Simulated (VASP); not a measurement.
Wanted: the native input for a VASP 6.6.1 run.

```
Task                   : single point
Functional             : PBE
Potentials or basis    : VASP PAW PBE potentials, release 64 (Ge_d, Mo_sv, W_sv)
Cutoff                 : 520 eV
k mesh                 : 8 × 8 × 6
Occupations            : gaussian, width 0.1 eV
Spin                   : no spin polarisation
Dipole correction      : no
Further INCAR settings : ALGO = Normal; EDIFF = 1e-07; NBANDS = 96
```

The structure of Ge8Mo3W lies in POSCAR:

```
Ge8Mo3W
1.0
    4.7213432690      0.0000000000      0.0000000000
    0.0000000000      4.7213432690      0.0000000000
    0.0000000000      0.0000000000      8.2866489598
Ge Mo W
8 3 1
Direct
    0.0000000000      0.0000000000      0.3382077200
    0.0000000000      0.5000000000      0.8377485405
    0.5000000000      0.0000000000      0.8377485405
    0.5000000000      0.5000000000      0.3386370292
    0.0000000000      0.0000000000      0.6617922800
    0.0000000000      0.5000000000      0.1622514595
    0.5000000000      0.0000000000      0.1622514595
    0.5000000000      0.5000000000      0.6613629708
    0.0000000000      0.0000000000      0.0000000000
    0.0000000000      0.5000000000      0.5000000000
    0.5000000000      0.0000000000      0.5000000000
    0.5000000000      0.5000000000      0.0000000000
```

These files were run (other wordings do the same):

INCAR

```
PREC = Accurate
ENCUT = 520
EDIFF = 1E-7
ISMEAR = 0
SIGMA = 0.1
LREAL = F
LASPH = T
NELM = 60
ALGO = Normal
ISIF = 2
LWAVE = F
LCHARG = F
GGA = PE
NBANDS = 96
```

KPOINTS

```
regular mesh
0
Gamma
  8 8 6
```

Potentials or basis: VASP PAW PBE potentials, release 64 (Ge_d, Mo_sv, W_sv).

The run is started by

```bash
$ cat potpaw_PBE.64/Ge_d/POTCAR potpaw_PBE.64/Mo_sv/POTCAR potpaw_PBE.64/W_sv/POTCAR > POTCAR
$ mpirun -np 1 vasp_std > vasp.out
```

It gave:

```yaml
Pressure: 0.3 GPa
Largest_force: 0.008 eV/Å
Band_gap_on_the_k_mesh: zero (bands 84 and 85 overlap by 0.42 eV)
```

Caveat: spin-orbit coupling is left out, which moves the levels of the heavy elements.

Wall time 9.9 min on 1 thread of Intel(R) Xeon(R) 6975P-C (Granite Rapids), on a shared host, peak memory 0.83 GiB.
